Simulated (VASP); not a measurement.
# TiZn3 (R-3m) in VASP: single point with LDA

Aim: the single point of TiZn3 with LDA.

All numbers are computed with VASP 6.6.1; they aren't measurements. Logs are shortened: lines on timing, memory, paths and dates and some standing lists are left out, and cuts for length are marked.

## Step 1: The cell of the first run

Symmetry: R-3m, No. 166, trigonal system. Conventional cell: a = 5.617 Å, b = 5.617 Å, c = 6.675 Å, α = 90.00°, β = 90.00°, γ = 120.00°. Ti (site symmetry -3m) has 12 Zn at 2.75 to 2.81 Å within 3.6 Å. Zn (site symmetry 2/m) has 8 Zn at 2.75 to 2.81 Å and 4 Ti at 2.75 to 2.81 Å within 3.6 Å.

## Step 2: Single point, LDA (equal xy, yz and zx shear strains of -2 %)

INCAR reads:

```
PREC = Accurate
ENCUT = 520
EDIFF = 1E-6
ISMEAR = -1
SIGMA = 0.05
LREAL = F
LASPH = T
NELM = 60
ALGO = Normal
ISIF = 2
LWAVE = F
LCHARG = F
NBANDS = 32
```

KPOINTS reads:

```
regular mesh
0
Gamma
  9 9 9
```

POSCAR reads:

```
TiZn3
1.0
    3.9322000000     -0.0393220000     -0.0393220000
   -0.0393220000      3.9322000000     -0.0393220000
   -0.0393220000     -0.0393220000      3.9322000000
Ti Zn
1 3
Direct
    0.0000000000      0.0000000000      0.0000000000
    0.0000000000      0.5000000000      0.5000000000
    0.5000000000      0.0000000000      0.5000000000
    0.5000000000      0.5000000000      0.0000000000
```

Potentials or basis: VASP PAW LDA potentials, release 64 (Ti_sv, Zn).

The run is started by

```console
$ cat potpaw_LDA.64/Ti_sv/POTCAR potpaw_LDA.64/Zn/POTCAR > POTCAR
$ mpirun -np 1 vasp_std > vasp.out
```

OUTCAR:

```text
PREC = Accurate
   ENCUT = 520
   EDIFF = 1E-6
   ISMEAR = -1
   LREAL = F
   LASPH = T
   NELM = 60
   ISIF = 2

 ion  position               nearest neighbor table
   1  0.000  0.000  0.000-   2 2.75   3 2.75   4 2.75   2 2.75   3 2.75   4 2.75   4 2.81   2 2.81
                             3 2.81   4 2.81   3 2.81   2 2.81
   2  0.000  0.500  0.500-   1 2.75   3 2.75   4 2.75   1 2.75   4 2.75   3 2.75   3 2.81   1 2.81
                             3 2.81   4 2.81   4 2.81   1 2.81
   3  0.500  0.000  0.500-   1 2.75   2 2.75   4 2.75   4 2.75   1 2.75   2 2.75   4 2.81   1 2.81
                             1 2.81   2 2.81   4 2.81   2 2.81
   4  0.500  0.500  0.000-   1 2.75   2 2.75   3 2.75   3 2.75   2 2.75   1 2.75   3 2.81   2 2.81
                             1 2.81   2 2.81   3 2.81   1 2.81

  LATTYP: Found a trigonal (rhomboedric) cell.
 ALAT       =     3.9325932003
 COS(alpha) =    -0.0198960208

  Lattice vectors:

 A1 = (   3.9322000000,  -0.0393220000,  -0.0393220000)
 A2 = (  -0.0393220000,   3.9322000000,  -0.0393220000)
 A3 = (  -0.0393220000,  -0.0393220000,   3.9322000000)

Analysis of symmetry for initial positions (statically):
=====================================================================
 Subroutine PRICEL returns:
 Original cell was already a primitive cell.

 Routine SETGRP: Setting up the symmetry group for a
 trigonal (rhombohedral) supercell.

 Subroutine GETGRP returns: Found 12 space group operations
 (whereof 12 operations were pure point group operations)
 out of a pool of 12 trial point group operations.

The static configuration has the point symmetry D_3d.

Analysis of symmetry for dynamics (positions and initial velocities):
=====================================================================
 Subroutine PRICEL returns:
 Original cell was already a primitive cell.

 Routine SETGRP: Setting up the symmetry group for a
 trigonal (rhombohedral) supercell.

 Subroutine GETGRP returns: Found 12 space group operations
 (whereof 12 operations were pure point group operations)
 out of a pool of 12 trial point group operations.

The dynamic configuration has the point symmetry D_3d.

 Subroutine INISYM returns: Found 12 space group operations
 (whereof 12 operations are pure point group operations),
 and found     1 'primitive' translations

----------------------------------------------------------------------------------------

                                     Primitive cell

[... 88 lines left out ...]
   ISPIN  =      1    spin polarized calculation?
   LNONCOLLINEAR =      F non collinear calculations
   LSORBIT =      F    spin-orbit coupling
   LASPH  =      T    aspherical Exc in radial PAW
   ENCUT  =  520.0 eV  38.22 Ry    6.18 a.u.   7.31  7.31  7.31*2*pi/ulx,y,z
   NELM   =     60;   NELMIN=  2; NELMDL= -5     # of ELM steps
   EDIFF  = 0.1E-05   stopping-criterion for ELM
   LREAL  =      F    real-space projection
   EDIFFG = 0.1E-04   stopping-criterion for IOM
   NSW    =      0    number of steps for IOM
   IBRION =     -1    ionic relax: 0-MD 1-quasi-New 2-CG
   NFREE  =      0    steps in history (QN), initial steepest desc. (CG)
   ISIF   =      2    stress and relaxation
   ISYM   =      2    0-nonsym 1-usesym 2-fastsym
   POTIM  = 0.5000    time-step for ionic-motion
   TEBEG  =    0.0;   TEEND  =   0.0 temperature during run
   PSTRESS=    0.0 pullay stress
   NELECT =      48.0000    total number of electrons
   NUPDOWN=      -1.0000    fix difference up-down
   EMIN   =  10.00;   EMAX   =-10.00  energy-range for DOS
   EFERMI =   0.00;   METHOD = LEGACY
   ISMEAR =    -1;   SIGMA  =   0.05  broadening in eV -4-tet -1-fermi 0-gaus
   EFERMI_NEDOS =   21; number of points for ismear=-14 and -15
   IALGO  =     38    algorithm
   IMIX   =      4    mixing-type and parameters
     AMIX     =   0.40;   BMIX     =  1.00
     AMIX_MAG =   1.60;   BMIX_MAG =  1.00
  volume/ion in A,a.u.               =      15.20       102.54
  Fermi-wavevector in a.u.,A,eV,Ry     =   1.513201  2.859536 31.154323  2.289778
  Thomas-Fermi vector in A             =   2.623024
   LORBIT       =      0    0 simple, 1 ext, 2 COOP (PROOUT), +10 PAW based schemes
   GGA     = CA    functional components
   LHFCALC =     F    Hartree Fock is set to
   AEXX    =    0.0000 exact exchange contribution
   IVDW    =     0    specifies the selected vdW correction
   LEPSILON=     F    determine dielectric tensor
   LRPA    =     F    only Hartree local field effects (RPA)
 non-spin polarized calculation
  energy-cutoff  :      520.00
  volume of cell :       60.78
 maximum number of plane-waves:      1653
 NGX is ok and might be reduce to    30
   NGX = 15   NGY = 15   NGZ = 15

 number of electron      47.9999979 magnetization

 Free energy of the ion-electron system (eV)
  ---------------------------------------------------
  ext. energy  EPLUGINS =         0.00000000
  ---------------------------------------------------
  free energy    TOTEN  =       -14.91072837 eV

  energy without entropy =      -14.88241006  energy(sigma->0) =      -14.89656921

 E-fermi :   4.0780     XC(G=0): -12.0517

 val. band max:        4.0769437230   @ k =  -0.2222   0.4444   0.2222
 cond. band min:       4.0806142407   @ k =  -0.4444   0.2222   0.2222
 fundamental gap:      0.0036705177
 Fermi energy:         4.0779691761

 k-point     1 :       0.0000    0.0000    0.0000
  band No.  band energies     occupation
      1     -52.0078      2.00000
      2     -28.6566      2.00000
      3     -28.6566      2.00000
      4     -28.6470      2.00000
      5      -5.0824      2.00000
      6      -3.5992      2.00000
[... 829 lines left out ...]
     31      10.8591      0.00000
     32      11.7394      0.00000

 [... further k-points ...]
[... 5 lines left out ...]
  --------------------------------------------------------------------------------------
  -------------------------------------------------------------------------------------
  Total       -3.5263365     -3.5263365     -3.5263365      0.4879705      0.4879705      0.4879705
  in kB      -92.9519936    -92.9519936    -92.9519936     12.8625923     12.8625923     12.8625923
  external PRESSURE =     -92.9519936 kB  Pullay stress =       0.0000000 kB

 VOLUME and BASIS-vectors are now :
 -----------------------------------------------------------------------------
  energy-cutoff  :      520.00
  volume of cell :       60.78
      direct lattice vectors                 reciprocal lattice vectors
     3.932200000 -0.039322000 -0.039322000     0.254361950  0.002569313  0.002569313
    -0.039322000  3.932200000 -0.039322000     0.002569313  0.254361950  0.002569313
    -0.039322000 -0.039322000  3.932200000     0.002569313  0.002569313  0.254361950

 POSITION                                       TOTAL-FORCE (eV/Angst)
 -----------------------------------------------------------------------------------
      0.00000      0.00000      0.00000         0.000000      0.000000      0.000000
     -0.03932      1.94644      1.94644        -0.000000     -0.000000     -0.000000
      1.94644     -0.03932      1.94644         0.000000      0.000000      0.000000
      1.94644      1.94644     -0.03932        -0.000000     -0.000000      0.000000
 -----------------------------------------------------------------------------------
    total drift:                                0.000000      0.000000     -0.000000

  FREE ENERGIE OF THE ION-ELECTRON SYSTEM (eV)
  ---------------------------------------------------
  free  energy   TOTEN  =       -14.9107283731 eV

  energy  without entropy=      -14.8824100551  energy(sigma->0) =      -14.89656921
```

stdout:

```text
POSCAR found type information on POSCAR TiZn
 POSCAR found :  2 types and       4 ions
 scaLAPACK will be used
 LDA part: xc-table for (Slater(with rela. corr.)+CA(PZ))
 , standard interpolation
 POSCAR, INCAR and KPOINTS ok, starting setup
 FFT: planning ... GRIDC
 FFT: planning ... GRID_SOFT
 FFT: planning ... GRID
 WAVECAR not read
 entering main loop
```

It took 4.4 min on 1 thread of AMD EPYC, shared host; peak memory 0.22 GiB.

What came out:

- Free energy: -14.9107 eV
- Pressure: -9.3 GPa
- Band gap on the k mesh: zero (band 24 reaches 4.73 eV, above the bottom of band 25 at 2.79 eV)

Levels at points of the mesh, in eV from the Fermi level:
```csv
k point,band 21,band 22,band 23,band 24,band 25,band 26,band 27,band 28
"(0.00, 0.00, 0.00)",-0.75,-0.75,0.25,0.25,0.36,1.47,1.47,1.47
```

Caveat: the cell differs from its parent crystal (equal xy, yz and zx shear strains of -2 %).
